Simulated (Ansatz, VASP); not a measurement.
## One calculation of Cr, two programs

Contents of INCAR:

```
SYSTEM = Cr
PREC = Accurate
ENCUT = 600
EDIFF = 1E-7
ISMEAR = -1
SIGMA = 0.05
LREAL = .FALSE.
LASPH = .TRUE.
NELM = 150
ALGO = Normal
ISIF = 3
LWAVE = .FALSE.
LCHARG = .FALSE.
ISPIN = 2
MAGMOM = 1.5 -1.5
LORBIT = 11
LMAXMIX = 4
GGA = RE
IBRION = 2
NSW = 80
EDIFFG = -0.01
```

File KPOINTS:

```
regular mesh
0
G
  11 11 11
  0 0 0
```

POSCAR

```
Cr
1.0
    2.8839000000      0.0000000000      0.0000000000
    0.0000000000      2.8839000000      0.0000000000
    0.0000000000      0.0000000000      2.8839000000
Cr
2
Direct
    0.0000000000      0.0000000000      0.0000000000
    0.5000000000      0.5000000000      0.5000000000
```

Input for Ansatz:

```yaml
crystal:
  lattice:
    - [2.8839, 0.0, 0.0]
    - [0.0, 2.8839, 0.0]
    - [0.0, 0.0, 2.8839]
  atoms:
    - { symbol: Cr, position: [0.0, 0.0, 0.0], spin: 1.5 }
    - { symbol: Cr, position: [0.5, 0.5, 0.5], spin: -1.5 }
hamiltonian:
  xc: revpbe
  pseudopotentials:
    kind: paw
    azcp:
      Cr: "pseudopotentials/Cr.paw.azcp"
basis:
  ecutwfc: 420
  fft_grid_basis: typed
kpoints:
  mp_grid: { grid: [11, 11, 11], shift: [0, 0, 0] }
magnetization:
  spin_polarized: true
scf:
  occupations: { method: fermi_dirac, width: 0.05 }
relax:
  max_steps: 60
  f_tol: 0.01
  cell: {}
```

Alike in both runs: task relaxation of cell and atoms; functional revPBE; k mesh 11 × 11 × 11; occupations fermi-dirac, width 0.05 eV; collinear spin.

|  | VASP | Ansatz |
| --- | --- | --- |
| version | VASP 6.6.1 | Ansatz 0.2.0 |
| potentials or method | VASP PAW PBE potentials, release 64 (Cr_pv), cutoff 600 eV | plane waves (420 eV) with PAW, scalar-relativistic |
| valence electrons in the cell | 24 | 28 |

Ansatz gave:

| Property | Result |
| --- | --- |
| net moment per atom (μB) | 0.00 |
| size of the moment on the site where the two differ most (μB) | 1.28 |
| relaxed volume (Å³/atom) | 12.09 |
| relaxed cell length with the largest relative difference (Å) | 2.892 |

Problem. Which values does VASP return?

Solution. net moment per atom (μB): 0.00; size of the moment on the site where the two differ most (μB): 1.39; relaxed volume (Å³/atom): 12.10; relaxed cell length with the largest relative difference (Å): 2.892.

VASP's potentials were made for PBE, not for revPBE. Site moments also hang on the region over which each program counts them. VASP's potentials hold 24 valence electrons a cell and Ansatz's 28, so a difference there can come from the potentials and not from the codes.
